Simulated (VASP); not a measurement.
Write the native input for VASP 6.6.1 that does the following.

| Quantity | Value |
| --- | --- |
| Task | single point |
| Functional | PBE |
| Potentials or basis | VASP PAW PBE potentials, release 64 (Mo_sv, S, Au) |
| Cutoff | 520 eV |
| k mesh | 4 × 4 × 4 |
| Occupations | gaussian, width 0.1 eV |
| Spin | collinear spin |
| Starting moments | [1.0, 0.0, 0.0, 0.0, 0.0] μB |
| Dipole correction | no |
| Further INCAR settings | ALGO = Normal; EDIFF = 1e-07; NBANDS = 34 |

The structure of MoAuS3 lies in POSCAR:

```
MoAuS3
1.0
    5.1779345400      0.0000000000      0.0000000000
    0.0000000000      5.1779345400      0.0000000000
    0.0000000000      0.0000000000      5.1779345400
Mo S Au
1 3 1
Direct
    0.0000000000      0.0000000000      0.0000000000
    0.0000000000      0.5000000000      0.5000000000
    0.5000000000      0.0000000000      0.5000000000
    0.5000000000      0.5000000000      0.0000000000
    0.5000000000      0.5000000000      0.5000000000
```

The cell was generated, and may not be a known phase.

One way to write it, as run:

INCAR

```
SYSTEM = MoAuS3
ALGO = Normal
EDIFF = 1E-7
ENCUT = 520
GGA = PE
ISIF = 2
ISMEAR = 0
ISPIN = 2
LASPH = .TRUE.
LCHARG = .TRUE.
LELF = .TRUE.
LMAXMIX = 4
LORBIT = 11
LREAL = .FALSE.
LVHAR = .TRUE.
LWAVE = .FALSE.
MAGMOM = 1 0 0 0 0
NBANDS = 34
NELM = 150
PREC = Accurate
SIGMA = 0.1
```

KPOINTS

```
k-points
0
G
  4 4 4
  0 0 0
```

Potentials or basis: VASP PAW PBE potentials, release 64 (Mo_sv, S, Au).

Run with:

```console
$ cat potpaw_PBE.64/Mo_sv/POTCAR potpaw_PBE.64/S/POTCAR potpaw_PBE.64/Au/POTCAR > POTCAR
$ mpirun -np 1 vasp_std > vasp.out
```

It gave:

```
Pressure                                              : -9.7 GPa
Net moment                                            : 3.42 μB per cell
Site moments                                          : Mo +3.68; S -0.22; Au +0.04 μB
Valence electrons inside the program's atomic spheres : Mo 11.87; S 3.55; Au 9.48
```

Caveat: the cell stands under tension.

Run time: 2.4 min on 1 thread of Oxide Virtual Turin-like Processor, with other jobs on the host, peak memory 0.28 GiB.
